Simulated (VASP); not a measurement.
# InSe in VASP: single point with PBE+D3(BJ)

Aim: the single point of InSe with PBE+D3(BJ).

All numbers are computed with VASP 6.6.1; they aren't measurements. Logs are shortened: lines on timing, memory, paths and dates and some standing lists are left out, and cuts for length are marked.

### Step 1. The cell of the first run

The typed cell holds 8 atoms: a = 4.032 Å, b = 4.032 Å, c = 16.923 Å, α = 83.16°, β = 83.16°, γ = 60.00°.

### Step 2. Single point, PBE+D3(BJ) (the part above a cut slid along it)

Contents of INCAR:

```
  PREC = Accurate
  ENCUT = 520
  EDIFF = 1E-6
  ISMEAR = 0
  SIGMA = 0.03
  LREAL = F
  LASPH = T
  NELM = 60
  ALGO = Normal
  ISIF = 2
  LWAVE = F
  LCHARG = T
  GGA = PE
  IVDW = 12
  LELF = T
  LVHAR = T
  NBANDS = 48
```

Contents of KPOINTS:

```
regular mesh
0
Gamma
  9 9 2
```

Contents of POSCAR:

```
InSe
1.0
   -4.0317714892      0.0000000000      0.0000000000
   -2.0158857446     -3.4916165319      0.0000000000
   -2.0156841560     -1.1637557901     16.7623717322
In Se
4 4
Direct
    0.2777861569      0.2777861569      0.1666581952
    0.4444694902      0.4444694902      0.6666581952
    0.2222305098      0.2222305098      0.3333418048
    0.3889138431      0.3889138431      0.8333418048
    0.1367292841      0.1367292841      0.5898711349
    0.6367126174      0.6367126174      0.0898711349
    0.0299873826      0.0299873826      0.9101288651
    0.5299707159      0.5299707159      0.4101288651
```

Potentials or basis: VASP PAW PBE potentials, release 64 (In_d, Se).

Launch:

```console
cat potpaw_PBE.64/In_d/POTCAR potpaw_PBE.64/Se/POTCAR > POTCAR
mpirun -np 1 vasp_std > vasp.out
```

OUTCAR:

```text
PREC = Accurate
   ENCUT = 520
   EDIFF = 1E-6
   ISMEAR = 0
   LREAL = F
   LASPH = T
   NELM = 60
   ISIF = 2
   GGA = PE
   IVDW = 12
 IVDW          = 12

 ion  position               nearest neighbor table
   1  0.278  0.278  0.167-   6 2.66   6 2.66   6 2.66   3 2.79
   2  0.444  0.444  0.667-   5 2.66   5 2.66   5 2.66   4 2.79
   3  0.222  0.222  0.333-   8 2.66   8 2.66   8 2.66   1 2.79
   4  0.389  0.389  0.833-   7 2.66   7 2.66   7 2.66   2 2.79
   5  0.137  0.137  0.590-   2 2.66   2 2.66   2 2.66
   6  0.637  0.637  0.090-   1 2.66   1 2.66   1 2.66
   7  0.030  0.030  0.910-   4 2.66   4 2.66   4 2.66
   8  0.530  0.530  0.410-   3 2.66   3 2.66   3 2.66

  LATTYP: Found a trigonal (rhomboedric) cell.
 ALAT       =    16.9231916684
 COS(alpha) =     0.9716210682

  Lattice vectors:

 A1 = (  -2.0156841560,  -1.1637557901,  16.7623717322)
 A2 = (   2.0160873332,  -1.1637557901,  16.7623717322)
 A3 = (   0.0002015886,   2.3278607418,  16.7623717322)

Analysis of symmetry for initial positions (statically):
=====================================================================
 Subroutine PRICEL returns:
 Original cell was already a primitive cell.

 Routine SETGRP: Setting up the symmetry group for a
 trigonal (rhombohedral) supercell.

 Subroutine GETGRP returns: Found  4 space group operations
 (whereof  2 operations were pure point group operations)
 out of a pool of 12 trial point group operations.

The static configuration has the point symmetry C_1h.
 The point group associated with its full space group is C_2h.

Analysis of symmetry for dynamics (positions and initial velocities):
=====================================================================
 Subroutine PRICEL returns:
 Original cell was already a primitive cell.

 Routine SETGRP: Setting up the symmetry group for a
 trigonal (rhombohedral) supercell.

 Subroutine GETGRP returns: Found  4 space group operations
 (whereof  2 operations were pure point group operations)
 out of a pool of 12 trial point group operations.

The dynamic configuration has the point symmetry C_1h.
 The point group associated with its full space group is C_2h.

 Subroutine INISYM returns: Found  4 space group operations
 (whereof  2 operations are pure point group operations),
 and found     1 'primitive' translations

----------------------------------------------------------------------------------------

                                     Primitive cell

  volume of cell :     235.9706

  direct lattice vectors                    reciprocal lattice vectors
    -4.031771489  0.000000000  0.000000000    -0.248029930  0.143200147 -0.019883821
    -2.015885745 -3.491616532  0.000000000     0.000000000 -0.286400294 -0.019883821
    -2.015684156 -1.163755790 16.762371732     0.000000000  0.000000000  0.059657429

  length of vectors
     4.031771489  4.031771489 16.923191668     0.287089698  0.287089698  0.059657429

  position of ions in fractional coordinates (direct lattice)
     0.277786157  0.277786157  0.166658195
     0.444469490  0.444469490  0.666658195
     0.222230510  0.222230510  0.333341805
     0.388913843  0.388913843  0.833341805
     0.136729284  0.136729284  0.589871135
     0.636712617  0.636712617  0.089871135
     0.029987383  0.029987383  0.910128865
     0.529970716  0.529970716  0.410128865

  ion indices of the primitive-cell ions
   primitive index   ion index
                 1           1
                 2           2
                 3           3
                 4           4
                 5           5
                 6           6
                 7           7
                 8           8

----------------------------------------------------------------------------------------

 KPOINTS: regular mesh

Automatic generation of k-mesh.
 Grid dimensions read from file:
[... 21 lines left out ...]
|           WW  WW  A    A  R   R   N   NN  II  N   NN  G    G                |
|           W    W  A    A  R    R  N    N  II  N    N   GGGG   !!!           |
|                                                                             |
|     Your reciprocal lattice and k-lattice belong to different lattice       |
|     classes:                                                                |
|                                                                             |
|        The reciprocal lattice is rhombohedral (trigonal),                   |
|        whereas your k-lattice is base-centered monoclinic.                  |
|                                                                             |
|     Results are often still useful ...                                      |
|                                                                             |
 -----------------------------------------------------------------------------

 WARNING: IBZKPT: internal override: KBLOWUP is changed to .FALSE.
      ... skipping the blow-up phase ...

 Subroutine IBZKPT returns following result:
 ===========================================

 Found     50 irreducible k-points:

 Following reciprocal coordinates:
            Coordinates               Weight
  0.000000  0.000000  0.000000      1.000000
  0.111111  0.000000 -0.000000      4.000000
  0.222222 -0.000000 -0.000000      4.000000
  0.333333 -0.000000  0.000000      4.000000
  0.444444 -0.000000 -0.000000      4.000000
  0.111111  0.111111 -0.000000      2.000000
[... 16 lines left out ...]
 -0.333333  0.333333 -0.000000      2.000000
  0.444444  0.444444  0.000000      2.000000
 [... further k-points ...]
   k-points           NKPTS =     50   k-points in BZ     NKDIM =     50   number of bands    NBANDS=     48
   number of dos      NEDOS =    301   number of ions     NIONS =      8
   total plane-waves  NPLWV = 113400
   dimension x,y,z NGX =    30 NGY =   30 NGZ =  126
   dimension x,y,z NGXF=    60 NGYF=   60 NGZF=  252
   ions per type =               4   4
   NGX,Y,Z   is equivalent  to a cutoff of  12.37, 12.37, 12.38 a.u.
   NGXF,Y,Z  is equivalent  to a cutoff of  24.74, 24.74, 24.76 a.u.
 SYSTEM =  unknown system
   PREC   = accura    normal or accurate (medium, high low for compatibility)
   ISTART =      0    job   : 0-new  1-cont  2-samecut
   ICHARG =      2    charge: 1-file 2-atom 10-const
   ISPIN  =      1    spin polarized calculation?
   LNONCOLLINEAR =      F non collinear calculations
   LSORBIT =      F    spin-orbit coupling
   LASPH  =      T    aspherical Exc in radial PAW
   ENCUT  =  520.0 eV  38.22 Ry    6.18 a.u.   7.50  7.50 31.47*2*pi/ulx,y,z
   NELM   =     60;   NELMIN=  2; NELMDL= -5     # of ELM steps
   EDIFF  = 0.1E-05   stopping-criterion for ELM
   LREAL  =      F    real-space projection
   EDIFFG = 0.1E-04   stopping-criterion for IOM
   NSW    =      0    number of steps for IOM
   IBRION =     -1    ionic relax: 0-MD 1-quasi-New 2-CG
   NFREE  =      0    steps in history (QN), initial steepest desc. (CG)
   ISIF   =      2    stress and relaxation
   ISYM   =      2    0-nonsym 1-usesym 2-fastsym
   POTIM  = 0.5000    time-step for ionic-motion
   TEBEG  =    0.0;   TEEND  =   0.0 temperature during run
   PSTRESS=    0.0 pullay stress
   NELECT =      76.0000    total number of electrons
   NUPDOWN=      -1.0000    fix difference up-down
   EMIN   =  10.00;   EMAX   =-10.00  energy-range for DOS
   EFERMI =   0.00;   METHOD = LEGACY
   ISMEAR =     0;   SIGMA  =   0.03  broadening in eV -4-tet -1-fermi 0-gaus
   EFERMI_NEDOS =   21; number of points for ismear=-14 and -15
   IALGO  =     38    algorithm
   IMIX   =      4    mixing-type and parameters
     AMIX     =   0.40;   BMIX     =  1.00
     AMIX_MAG =   1.60;   BMIX_MAG =  1.00
  volume/ion in A,a.u.               =      29.50       199.05
  Fermi-wavevector in a.u.,A,eV,Ry     =   1.122174  2.120601 17.133458  1.259274
  Thomas-Fermi vector in A             =   2.258832
   LORBIT       =      0    0 simple, 1 ext, 2 COOP (PROOUT), +10 PAW based schemes
   GGA     = PE    functional components
   LHFCALC =     F    Hartree Fock is set to
   AEXX    =    0.0000 exact exchange contribution
   IVDW    =    12    specifies the selected vdW correction
   LEPSILON=     F    determine dielectric tensor
   LRPA    =     F    only Hartree local field effects (RPA)
 non-spin polarized calculation
 Gauss-broadening in eV      SIGMA  =   0.03
  energy-cutoff  :      520.00
  volume of cell :      235.97
 maximum number of plane-waves:      6398
 NGX is ok and might be reduce to    30
   NGX = 15   NGY = 15   NGZ = 63

 number of electron      76.0000032 magnetization

 Free energy of the ion-electron system (eV)
  ---------------------------------------------------
  ext. energy  EPLUGINS =         0.00000000
  ---------------------------------------------------
  free energy    TOTEN  =       -28.32566399 eV

  energy without entropy =      -28.32566399  energy(sigma->0) =      -28.32566399

 E-fermi :   4.1846     XC(G=0):  -8.8771

 val. band max:        4.0364268752   @ k =   0.0000   0.0000   0.0000
 cond. band min:       4.3773591752   @ k =   0.0000   0.0000   0.0000
 fundamental gap:      0.3409323000
 Fermi energy:         4.1846263357

 k-point     1 :       0.0000    0.0000    0.0000
  band No.  band energies     occupation
      1     -10.7712      2.00000
      2     -10.7712      2.00000
      3     -10.5863      2.00000
      4     -10.5863      2.00000
      5     -10.5862      2.00000
      6     -10.5862      2.00000
[... 1213 lines left out ...]
     47       8.3023      0.00000
     48       8.7098      0.00000

 [... further k-points ...]

------------------------ aborting loop because EDIFF is reached ----------------------------------------

 Edisp (eV)   -2.37721

 E8    (eV) :    -1.0899

  FORCE on cell =-STRESS in cart. coord.  units (eV):
  Direction    XX          YY          ZZ          XY          YZ          ZX
  --------------------------------------------------------------------------------------
  -------------------------------------------------------------------------------------
  Total       0.09707     0.09717    -0.13248    -0.00008    -0.00111    -0.00193
  in kB       0.65909     0.65973    -0.89950    -0.00056    -0.00756    -0.01309
  external pressure =        0.14 kB  Pullay stress =        0.00 kB

 VOLUME and BASIS-vectors are now :
 -----------------------------------------------------------------------------
  energy-cutoff  :      520.00
  volume of cell :      235.97
      direct lattice vectors                 reciprocal lattice vectors
    -4.031771489  0.000000000  0.000000000    -0.248029930  0.143200147 -0.019883821
    -2.015885745 -3.491616532  0.000000000     0.000000000 -0.286400294 -0.019883821
    -2.015684156 -1.163755790 16.762371732     0.000000000  0.000000000  0.059657429

 POSITION                                       TOTAL-FORCE (eV/Angst)
 -----------------------------------------------------------------------------------
     -2.01589     -1.16387      2.79359        -0.000087     -0.000050      0.003906
     -4.03177     -2.32774     11.17477        -0.000067     -0.000039      0.016077
     -2.01589     -1.16387      5.58760         0.000067      0.000039     -0.016077
     -4.03177     -2.32774     13.96879         0.000087      0.000050     -0.003906
     -2.01589     -1.16387      9.88764        -0.000110     -0.000063     -0.012760
     -4.03177     -2.32774      1.50645        -0.000109     -0.000063     -0.045556
     -2.01589     -1.16387     15.25592         0.000109      0.000063      0.045556
     -4.03177     -2.32774      6.87473         0.000110      0.000063      0.012760
 -----------------------------------------------------------------------------------
    total drift:                               -0.000001     -0.000001     -0.000001

  FREE ENERGIE OF THE ION-ELECTRON SYSTEM (eV)
  ---------------------------------------------------
  free  energy   TOTEN  =       -30.7028765351 eV

  energy  without entropy=      -30.7028765351  energy(sigma->0) =      -30.70287654
```

It took 12 min on 1 thread of Intel Xeon Platinum 8488C (Sapphire Rapids), shared host; peak memory 0.61 GiB.

What came out:

```
Free energy                : -30.7029 eV
Pressure                   : 0.0 GPa
Largest force              : 0.046 eV/Å
Band gap on the k mesh     : 0.34 eV
Dispersion energy per atom : -0.297 eV
```

Forces on the atoms (eV/Å):
```
In   0.000  0.000  0.004
In   0.000  0.000  0.016
In   0.000  0.000 -0.016
In   0.000  0.000 -0.004
Se   0.000  0.000 -0.013
Se   0.000  0.000 -0.046
Se   0.000  0.000  0.046
Se   0.000  0.000  0.013
```

Stress tensor (GPa, compression positive):
```
 0.07  0.00  0.00
 0.00  0.07  0.00
 0.00  0.00 -0.09
```

Caveat: the cell differs from its parent crystal (the part above a cut slid along it); spin-orbit coupling is left out, which moves the levels of the heavy elements.
